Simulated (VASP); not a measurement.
Wanted: the native input for a VASP 6.6.1 run.

| Item | Value |
| --- | --- |
| Task | single point |
| Functional | r2SCAN |
| Potentials or basis | VASP PAW PBE potentials, release 64 (B, P) |
| Cutoff | 520 eV |
| k mesh | 10 × 10 × 10 |
| Occupations | gaussian, width 0.02 eV |
| Spin | no spin polarisation |
| Dipole correction | no |
| Further INCAR settings | ALGO = Normal; EDIFF = 1e-06; NBANDS = 11 |

BP:

```
B P
1.0
     0.00000    2.31275    2.31275
     2.31275    0.00000    2.31275
     2.31275    2.31275    0.00000
B P
1 1
Cartesian
  0.0000 0.0000 0.0000
  1.1564 1.1564 1.1564
```

This cell differs from its parent crystal: volume scaled by 1.06.

One way to write it, as run:

POSCAR

```
BP
1.0
    0.0000000000      2.3127539219      2.3127539219
    2.3127539219      0.0000000000      2.3127539219
    2.3127539219      2.3127539219      0.0000000000
B P
1 1
Direct
    0.0000000000      0.0000000000      0.0000000000
    0.2500000000      0.2500000000      0.2500000000
```

INCAR.step1

```
SYSTEM = BP
PREC = Accurate
ENCUT = 520
ISMEAR = 0
SIGMA = 0.02
LREAL = .False.
LASPH = .True.
NELM = 80
NBANDS = 11
GGA = PE
ALGO = Normal
EDIFF = 1E-4
LWAVE = .True.
LCHARG = .False.
```

INCAR.step2

```
SYSTEM = BP
PREC = Accurate
ENCUT = 520
EDIFF = 1E-6
ISMEAR = 0
SIGMA = 0.02
LREAL = .False.
LASPH = .True.
NELM = 80
ALGO = Normal
ISIF = 2
LWAVE = .False.
LCHARG = .True.
METAGGA = R2SCAN
LMIXTAU = .True.
LELF = .True.
LVHAR = .True.
NBANDS = 11
ISTART = 1
```

KPOINTS

```
Automatic mesh
0
Gamma
  10 10 10
  0 0 0
```

Potentials or basis: VASP PAW PBE potentials, release 64 (B, P).

Command:

```console
$ cat potpaw_PBE.64/B/POTCAR potpaw_PBE.64/P/POTCAR > POTCAR
$ cp INCAR.step1 INCAR
$ mpirun -np 1 vasp_std > vasp.out
$ cp INCAR.step2 INCAR
$ mpirun -np 1 vasp_std > vasp.out
```

Results of the run:

The pressure is -9.3 GPa and the band gap on the k mesh is 1.52 eV, indirect (least direct gap 3.56 eV).

Caveat: the PAW data sets were made with another functional, which shifts forces and pressure a little.

Wall time 26 s on 1 thread of Intel(R) Xeon(R) Platinum 8259CL CPU @ 2.50GHz (Skylake/Cascade Lake), with other jobs on the host, peak memory 0.14 GiB.
